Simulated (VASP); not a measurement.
# In3As (P4mm) in VASP: single point with PBE+D3(BJ)

Aim: the single point of In3As with PBE+D3(BJ).

All numbers are computed with VASP 6.6.1; they aren't measurements. Logs are shortened: lines on timing, memory, paths and dates and some standing lists are left out, and cuts for length are marked.

## Step 1: The cell of the first run

Symmetry: P4mm, No. 99, tetragonal system. The conventional cell has a = 4.602 Å, b = 4.602 Å, c = 4.602 Å, α = 90.00°, β = 90.00°, γ = 90.00°. Within 4.1 Å of In (site symmetry 2mm) lie 4 As at 3.10 to 3.42 Å and 8 In at 3.25 Å. In (site symmetry 4mm) has 8 In at 3.25 Å and 4 As at 3.26 Å within 4.3 Å. Within 4.1 Å of As (site symmetry 4mm) lie 12 In at 3.10 to 3.42 Å.

## Step 2: Single point, PBE+D3(BJ) (atom 4 (As) moved +0.225 Å along Cartesian [0 0 1])

The input, INCAR:

```
SYSTEM = In3As
PREC = Accurate
ENCUT = 520
EDIFF = 1E-6
ISMEAR = 0
SIGMA = 0.15
LREAL = .FALSE.
LASPH = .TRUE.
NELM = 100
ALGO = Fast
ISIF = 2
LWAVE = .FALSE.
LCHARG = .FALSE.
GGA = PE
IVDW = 12
NBANDS = 30
```

The input, KPOINTS:

```
Automatic mesh
0
G
  10 10 10
  0 0 0
```

The input, POSCAR:

```
In3As
1.0
    4.6021353856      0.0000000000      0.0000000000
    0.0000000000      4.6021353856      0.0000000000
    0.0000000000      0.0000000000      4.6021353856
In As
3 1
Direct
    0.0000000000      0.5000000000      0.5000000000
    0.5000000000      0.0000000000      0.5000000000
    0.5000000000      0.5000000000      0.0000000000
    0.0000000000      0.0000000000      0.0488903479
```

Potentials or basis: VASP PAW PBE potentials, release 64 (In_d, As).

On the command line:

```console
$ cat potpaw_PBE.64/In_d/POTCAR potpaw_PBE.64/As/POTCAR > POTCAR
$ mpirun -np 1 vasp_std > vasp.out
```

OUTCAR:

```text
SYSTEM = In3As
   PREC = Accurate
   ENCUT = 520
   EDIFF = 1E-6
   ISMEAR = 0
   LREAL = .FALSE.
   LASPH = .TRUE.
   NELM = 100
   ISIF = 2
   GGA = PE
   IVDW = 12
 IVDW          = 12

 ion  position               nearest neighbor table
   1  0.000  0.500  0.500-   4 3.10   4 3.10   2 3.25   3 3.25   2 3.25   3 3.25   2 3.25   3 3.25
                             3 3.25   2 3.25   4 3.42   4 3.42
   2  0.500  0.000  0.500-   4 3.10   4 3.10   1 3.25   3 3.25   1 3.25   3 3.25   3 3.25   1 3.25
                             3 3.25   1 3.25   4 3.42   4 3.42
   3  0.500  0.500  0.000-   1 3.25   2 3.25   1 3.25   2 3.25   2 3.25   2 3.25   1 3.25   1 3.25
                             4 3.26   4 3.26   4 3.26   4 3.26
   4  0.000  0.000  0.049-   1 3.10   2 3.10   1 3.10   2 3.10   3 3.26   3 3.26   3 3.26   3 3.26
                             1 3.42   2 3.42   2 3.42   1 3.42

  LATTYP: Found a simple cubic cell.
 ALAT       =     4.6021353856

  Lattice vectors:

 A1 = (   4.6021353856,   0.0000000000,   0.0000000000)
 A2 = (   0.0000000000,   4.6021353856,   0.0000000000)
 A3 = (   0.0000000000,   0.0000000000,   4.6021353856)

Analysis of symmetry for initial positions (statically):
=====================================================================
 Subroutine PRICEL returns:
 Original cell was already a primitive cell.

 Routine SETGRP: Setting up the symmetry group for a
 simple cubic supercell.

 Subroutine GETGRP returns: Found  8 space group operations
 (whereof  8 operations were pure point group operations)
 out of a pool of 48 trial point group operations.

The static configuration has the point symmetry C_4v.

Analysis of symmetry for dynamics (positions and initial velocities):
=====================================================================
 Subroutine PRICEL returns:
 Original cell was already a primitive cell.

 Routine SETGRP: Setting up the symmetry group for a
 simple cubic supercell.

 Subroutine GETGRP returns: Found  8 space group operations
 (whereof  8 operations were pure point group operations)
 out of a pool of 48 trial point group operations.

The dynamic configuration has the point symmetry C_4v.

 Subroutine INISYM returns: Found  8 space group operations
 (whereof  8 operations are pure point group operations),
 and found     1 'primitive' translations

----------------------------------------------------------------------------------------

                                     Primitive cell

  volume of cell :      97.4716

  direct lattice vectors                    reciprocal lattice vectors
     4.602135386  0.000000000  0.000000000     0.217290435  0.000000000  0.000000000
     0.000000000  4.602135386  0.000000000     0.000000000  0.217290435  0.000000000
     0.000000000  0.000000000  4.602135386     0.000000000  0.000000000  0.217290435

  length of vectors
     4.602135386  4.602135386  4.602135386     0.217290435  0.217290435  0.217290435

  position of ions in fractional coordinates (direct lattice)
     0.000000000  0.500000000  0.500000000
     0.500000000  0.000000000  0.500000000
     0.500000000  0.500000000  0.000000000
     0.000000000  0.000000000  0.048890348

  ion indices of the primitive-cell ions
   primitive index   ion index
                 1           1
                 2           2
                 3           3
                 4           4

----------------------------------------------------------------------------------------

 KPOINTS: Automatic mesh

Automatic generation of k-mesh.
 Grid dimensions read from file:
 generate k-points for:   10   10   10

 Generating k-lattice:

  Cartesian coordinates                     Fractional coordinates (reciprocal lattice)
     0.021729044  0.000000000  0.000000000     0.100000000  0.000000000  0.000000000
     0.000000000  0.021729044  0.000000000     0.000000000  0.100000000  0.000000000
     0.000000000  0.000000000  0.021729044     0.000000000  0.000000000  0.100000000

  Length of vectors
     0.021729044  0.021729044  0.021729044

  Shift w.r.t. Gamma in fractional coordinates (k-lattice)
     0.000000000  0.000000000  0.000000000

 Subroutine IBZKPT returns following result:
 ===========================================

 Found    126 irreducible k-points:

 Following reciprocal coordinates:
            Coordinates               Weight
  0.000000  0.000000  0.000000      1.000000
  0.100000  0.000000  0.000000      4.000000
  0.000000  0.000000  0.100000      2.000000
  0.200000  0.000000  0.000000      4.000000
  0.000000  0.000000  0.200000      2.000000
  0.300000  0.000000  0.000000      4.000000
[... 16 lines left out ...]
  0.500000  0.100000  0.000000      4.000000
  0.000000  0.500000  0.100000      4.000000
 [... further k-points ...]
   k-points           NKPTS =    126   k-points in BZ     NKDIM =    126   number of bands    NBANDS=     30
   number of dos      NEDOS =    301   number of ions     NIONS =      4
   total plane-waves  NPLWV =  46656
   dimension x,y,z NGX =    36 NGY =   36 NGZ =   36
   dimension x,y,z NGXF=    72 NGYF=   72 NGZF=   72
   ions per type =               3   1
   NGX,Y,Z   is equivalent  to a cutoff of  13.00, 13.00, 13.00 a.u.
   NGXF,Y,Z  is equivalent  to a cutoff of  26.01, 26.01, 26.01 a.u.
 SYSTEM =  In3As
   PREC   = accura    normal or accurate (medium, high low for compatibility)
   ISTART =      0    job   : 0-new  1-cont  2-samecut
   ICHARG =      2    charge: 1-file 2-atom 10-const
   ISPIN  =      1    spin polarized calculation?
   LNONCOLLINEAR =      F non collinear calculations
   LSORBIT =      F    spin-orbit coupling
   LASPH  =      T    aspherical Exc in radial PAW
   ENCUT  =  520.0 eV  38.22 Ry    6.18 a.u.   8.56  8.56  8.56*2*pi/ulx,y,z
   NELM   =    100;   NELMIN=  2; NELMDL= -5     # of ELM steps
   EDIFF  = 0.1E-05   stopping-criterion for ELM
   LREAL  =      F    real-space projection
   EDIFFG = 0.1E-04   stopping-criterion for IOM
   NSW    =      0    number of steps for IOM
   IBRION =     -1    ionic relax: 0-MD 1-quasi-New 2-CG
   NFREE  =      0    steps in history (QN), initial steepest desc. (CG)
   ISIF   =      2    stress and relaxation
   ISYM   =      2    0-nonsym 1-usesym 2-fastsym
   POTIM  = 0.5000    time-step for ionic-motion
   TEBEG  =    0.0;   TEEND  =   0.0 temperature during run
   PSTRESS=    0.0 pullay stress
   NELECT =      44.0000    total number of electrons
   NUPDOWN=      -1.0000    fix difference up-down
   EMIN   =  10.00;   EMAX   =-10.00  energy-range for DOS
   EFERMI =   0.00;   METHOD = LEGACY
   ISMEAR =     0;   SIGMA  =   0.15  broadening in eV -4-tet -1-fermi 0-gaus
   EFERMI_NEDOS =   21; number of points for ismear=-14 and -15
   IALGO  =     68    algorithm
   IMIX   =      4    mixing-type and parameters
     AMIX     =   0.40;   BMIX     =  1.00
     AMIX_MAG =   1.60;   BMIX_MAG =  1.00
  volume/ion in A,a.u.               =      24.37       164.44
  Fermi-wavevector in a.u.,A,eV,Ry     =   1.255836  2.373186 21.458083  1.577125
  Thomas-Fermi vector in A             =   2.389574
   LORBIT       =      0    0 simple, 1 ext, 2 COOP (PROOUT), +10 PAW based schemes
   GGA     = PE    functional components
   LHFCALC =     F    Hartree Fock is set to
   AEXX    =    0.0000 exact exchange contribution
   IVDW    =    12    specifies the selected vdW correction
   LEPSILON=     F    determine dielectric tensor
   LRPA    =     F    only Hartree local field effects (RPA)
 non-spin polarized calculation
 RMM-DIIS sequential band-by-band and
 Gauss-broadening in eV      SIGMA  =   0.15
  energy-cutoff  :      520.00
  volume of cell :       97.47
 maximum number of plane-waves:      2642
 NGX is ok and might be reduce to    36
   NGX = 17   NGY = 17   NGZ = 17

 number of electron      43.9999962 magnetization

 Free energy of the ion-electron system (eV)
  ---------------------------------------------------
  ext. energy  EPLUGINS =         0.00000000
  ---------------------------------------------------
  free energy    TOTEN  =       -12.01856637 eV

  energy without entropy =      -11.99293597  energy(sigma->0) =      -12.00575117

 E-fermi :   7.1605     XC(G=0): -10.3472

 val. band max:        7.1522155339   @ k =   0.2000   0.2000   0.1000
 cond. band min:       7.1747183285   @ k =   0.5000   0.2000   0.2000
 fundamental gap:      0.0225027946
 Fermi energy:         7.1605080214

 k-point     1 :       0.0000    0.0000    0.0000
  band No.  band energies     occupation
      1      -7.6370      2.00000
      2      -7.6162      2.00000
      3      -7.6162      2.00000
      4      -7.6158      2.00000
      5      -7.4339      2.00000
      6      -7.4302      2.00000
[... 22 lines left out ...]
     29      13.2499      0.00000
     30      14.5028      0.00000

 k-point     2 :       0.1000    0.0000    0.0000
  band No.  band energies     occupation
      1      -7.6258      2.00000
      2      -7.6139      2.00000
      3      -7.6039      2.00000
      4      -7.6036      2.00000
      5      -7.4314      2.00000
      6      -7.4220      2.00000
[... 22 lines left out ...]
     29      13.5611      0.00000
     30      14.5259      0.00000

 k-point     3 :       0.0000    0.0000    0.1000
  band No.  band energies     occupation
      1      -7.6258      2.00000
      2      -7.6135      2.00000
      3      -7.6039      2.00000
      4      -7.6039      2.00000
      5      -7.4284      2.00000
      6      -7.4253      2.00000
[... 22 lines left out ...]
     29      13.5684      0.00000
     30      14.5317      0.00000

 k-point     4 :       0.2000    0.0000    0.0000
  band No.  band energies     occupation
      1      -7.6075      2.00000
      2      -7.5939      2.00000
      3      -7.5679      2.00000
      4      -7.5677      2.00000
      5      -7.4263      2.00000
      6      -7.3974      2.00000
[... 616 lines left out ...]
     29      13.1555      0.00000
     30      13.5496      0.00000

 k-point    23 :       0.5000    0.1000    0.0000
  band No.  band energies     occupation
      1      -7.5787      2.00000
      2      -7.4718      2.00000
      3      -7.3986      2.00000
      4      -7.3965      2.00000
      5      -7.3860      2.00000
      6      -7.3243      2.00000
[... 22 lines left out ...]
     29      13.1452      0.00000
     30      13.3796      0.00000

 k-point    24 :       0.0000    0.5000    0.1000
  band No.  band energies     occupation
      1      -7.5788      2.00000
      2      -7.4720      2.00000
      3      -7.4006      2.00000
      4      -7.3969      2.00000
      5      -7.3837      2.00000
      6      -7.3228      2.00000
[... 22 lines left out ...]
     29      13.1453      0.00000
     30      13.3761      0.00000

 [... further k-points ...]

------------------------ aborting loop because EDIFF is reached ----------------------------------------

 Edisp (eV)   -1.45961

 E8    (eV) :    -0.7005

  FORCE on cell =-STRESS in cart. coord.  units (eV):
  Direction    XX          YY          ZZ          XY          YZ          ZX
  --------------------------------------------------------------------------------------
  -------------------------------------------------------------------------------------
  Total       0.13847     0.13847     0.18307     0.00000    -0.00000     0.00000
  in kB       2.27605     2.27605     3.00913     0.00000    -0.00000     0.00000
  external pressure =        2.52 kB  Pullay stress =        0.00 kB

 VOLUME and BASIS-vectors are now :
 -----------------------------------------------------------------------------
  energy-cutoff  :      520.00
  volume of cell :       97.47
      direct lattice vectors                 reciprocal lattice vectors
     4.602135386  0.000000000  0.000000000     0.217290435  0.000000000  0.000000000
     0.000000000  4.602135386  0.000000000     0.000000000  0.217290435  0.000000000
     0.000000000  0.000000000  4.602135386     0.000000000  0.000000000  0.217290435

 POSITION                                       TOTAL-FORCE (eV/Angst)
 -----------------------------------------------------------------------------------
      0.00000      2.30107      2.30107         0.000000     -0.000000      0.094210
      2.30107      0.00000      2.30107        -0.000000     -0.000000      0.094210
      2.30107      2.30107      0.00000        -0.000000      0.000000     -0.234372
      0.00000      0.00000      0.22500         0.000000     -0.000000      0.045952
 -----------------------------------------------------------------------------------
    total drift:                                0.000000      0.000000     -0.000073

  FREE ENERGIE OF THE ION-ELECTRON SYSTEM (eV)
  ---------------------------------------------------
  free  energy   TOTEN  =       -13.4781756040 eV

  energy  without entropy=      -13.4525452041  energy(sigma->0) =      -13.46536040
```

It took 3.4 min on 1 thread of Intel Xeon Platinum 8488C (Sapphire Rapids), shared host; peak memory 0.43 GiB.

What came out:

| Property | Result |
| --- | --- |
| Free energy | -13.4782 eV |
| Pressure | 0.3 GPa |
| Largest force | 0.234 eV/Å |
| Band gap on the k mesh | zero (band 22 reaches 7.70 eV, above the bottom of band 23 at 3.58 eV) |
| Dispersion energy per atom | -0.365 eV |

Forces on the atoms (eV/Å):
```
In   0.000  0.000  0.094
In   0.000  0.000  0.094
In   0.000  0.000 -0.234
As   0.000  0.000  0.046
```

Caveat: the cell differs from its parent crystal (atom 4 (As) moved +0.225 Å along Cartesian [0 0 1]); spin-orbit coupling is left out, which moves the levels of the heavy elements; pairwise dispersion overbinds metals, which lowers pressure and volume.
